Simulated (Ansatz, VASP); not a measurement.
## Two plane-wave programs on PtSe

```
Pt Se
1.0
     0.00000    2.50247    2.50247
     2.50247    0.00000    2.50247
     2.50247    2.50247    0.00000
Pt Se
1 1
Cartesian
  0.0000 0.0000 0.0000
  2.5025 2.5025 2.5025
```

Alike in both runs: task relaxation of cell and atoms; functional PBEsol; k mesh 14 × 14 × 14; occupations fermi-dirac, width 0.05 eV; no spin polarisation.

|  | VASP | Ansatz |
| --- | --- | --- |
| version | VASP 6.6.1 | Ansatz 0.2.0 |
| potentials or method | VASP PAW PBE potentials, release 64 (Pt, Se) | PAW with Ansatz's default frozen-core files, scalar-relativistic |
| plane-wave cutoff (eV) | 600 | 420 |
| valence electrons in the cell | 16 | 34 |

VASP gave:

| Item | Value |
| --- | --- |
| relaxed volume (Å³/atom) | 17.71 |
| relaxed cell length with the largest relative difference (Å) | 3.686 |

Question: Which values does Ansatz return?

Answer: Relaxed volume (Å³/atom): 17.70; relaxed cell length with the largest relative difference (Å): 3.685.

VASP's potentials were made for PBE, not for PBEsol. VASP's potentials hold 16 valence electrons a cell and Ansatz's 34, so a difference there can come from the potentials and not from the codes.

Neither program's run includes spin-orbit coupling.
